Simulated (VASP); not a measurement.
**BaTe: single point with PBE**

BaTe:

```
CELL_PARAMETERS angstrom
0.00000 3.41000 3.41000
3.41000 0.00000 3.41000
3.41000 3.41000 0.00000
ATOMIC_POSITIONS crystal
Ba 0.00000 0.00000 0.00000
Te 0.50000 0.50000 0.50000
```

| Item | Value |
| --- | --- |
| Program | VASP 6.6.1 |
| Task | single point |
| Functional | PBE |
| Potentials or basis | VASP PAW PBE potentials, release 64 (Ba_sv, Te) |
| Cutoff | 520 eV |
| k mesh | 3 × 3 × 3 |
| Occupations | gaussian, width 0.01 eV |
| Spin | no spin polarisation |

- Pressure: 4.6 GPa
- Band gap on the k mesh: 1.57 eV, indirect (least direct gap 1.96 eV)

Levels at points of the mesh, in eV from the valence-band top:
```tsv
k point	band 4	band 5	band 6	band 7	band 8	band 9	band 10	band 11	band 12	band 13
(0.00, 0.00, 0.00)	-12.06	-9.72	0.00	0.00	0.00	2.83	2.83	2.83	3.21	3.53
```

Run time: 8.5 s on 1 thread of Intel(R) Xeon(R) Platinum 8259CL CPU @ 2.50GHz (Skylake/Cascade Lake), with other jobs on the host, peak memory 0.19 GiB.

Caveat: the k points lie up to 0.53 Å⁻¹ apart; spin-orbit coupling is left out, which moves the levels of the heavy elements. A hybrid or GW would open this gap; PBE tends to underestimate it.
